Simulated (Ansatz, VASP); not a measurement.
C: VASP beside Ansatz

```
C
1.0
     1.22792    0.70894    3.51908
    -1.22792    0.70894    3.51908
     0.00000   -1.41788    3.51908
C
2
Direct
  0.16664 0.16664 0.16664
  0.83336 0.83336 0.83336
```

Alike in both runs: functional r2SCAN; k mesh 18 × 18 × 18; occupations gaussian, width 0.02 eV; no spin polarisation.

Ansatz relaxed the structure, and its values are those at the end. VASP's run is a single point on that final structure, the one shown.

|  | VASP | Ansatz |
| --- | --- | --- |
| version | VASP 6.6.1 | Ansatz 0.2.0 |
| potentials or method | VASP PAW PBE potentials, release 64 (C), cutoff 520 eV | scalar-relativistic, plane waves, PAW |
| valence electrons in the cell | 8 | 8 |

|  | VASP | Ansatz | Ansatz less VASP |
| --- | --- | --- | --- |
| gap on the k mesh at the Fermi level (eV) | 0.52 | 0.52 | +0.001 |
| least direct gap on the mesh (eV) | 0.52 | 0.52 | +0.001 |
| pressure (GPa) | 0.7 | 0.0 | -0.65 |

VASP's potentials were made for PBE, not for r2SCAN.
